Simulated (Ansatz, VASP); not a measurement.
## Au: VASP beside Ansatz

INCAR

```
PREC = Accurate ; ENCUT = 520
EDIFF = 1E-6 ; ISMEAR = -1
SIGMA = 0.1 ; LREAL = False
LASPH = True ; NELM = 100
ALGO = Normal ; ISIF = 2
LWAVE = False ; LCHARG = False
GGA = B5 ; ALDAX = 1.0
AGGAX = 1.0 ; AGGAC = 1.0
ALDAC = 0.0 ; NBANDS = 30
```

File KPOINTS:

```
regular mesh
0
Gamma
  14 14 4
```

The input POSCAR:

```
Au
1.0
    3.0970193834      0.0000000000      0.0000000000
   -1.5485096917      2.6820974620      0.0000000000
    0.0000000000      0.0000000000     10.5061278812
Au
4
Direct
    0.0000000000      0.0000000000      1.0000000000
    0.0000000000      0.0000000000      0.5000000000
    0.3333333333      0.6666666667      0.2500000000
    0.6666666667      0.3333333333      0.7500000000
```

Input for Ansatz:

```yaml
crystal:
  lattice:
    - [3.0970193834, 0.0, 0.0]
    - [-1.5485096917, 2.682097462, 0.0]
    - [0.0, 0.0, 10.5061278812]
  atoms:
    - { symbol: Au, position: [0.0, 0.0, 1.0] }
    - { symbol: Au, position: [0.0, 0.0, 0.5] }
    - { symbol: Au, position: [0.3333333333, 0.6666666667, 0.25] }
    - { symbol: Au, position: [0.6666666667, 0.3333333333, 0.75] }
hamiltonian:
  xc: blyp
  pseudopotentials:
    kind: paw
    azcp:
      Au: "pseudopotentials/Au.paw.azcp"
basis:
  ecutwfc: 420
  fft_grid_basis: typed
kpoints:
  mp_grid: { grid: [14, 14, 4], shift: [0, 0, 0] }
magnetization:
  spin_polarized: false
scf:
  occupations: { method: fermi_dirac, width: 0.1 }
  lower_state_search: "off"
output:
  stress: true
```

Alike in both runs: task single point; functional BLYP; k mesh 14 × 14 × 4; occupations fermi-dirac, width 0.1 eV; no spin polarisation.

|  | VASP | Ansatz |
| --- | --- | --- |
| version | VASP 6.6.1 | Ansatz 0.2.0 |
| potentials or method | VASP PAW PBE potentials, release 64 (Au), cutoff 520 eV | plane waves (420 eV) with PAW, scalar-relativistic |
| valence electrons in the cell | 44 | 76 |

```csv
,VASP,Ansatz,Ansatz less VASP
pressure (GPa),-7.9,-8.1,-0.22
"traceless stress, the component that is largest in VASP (GPa)",0.39,0.44,+0.055
```

VASP's potentials were made for PBE, not for BLYP. VASP's potentials hold 44 valence electrons a cell and Ansatz's 76, so a difference there can come from the potentials and not from the codes.

Neither program's run includes spin-orbit coupling.
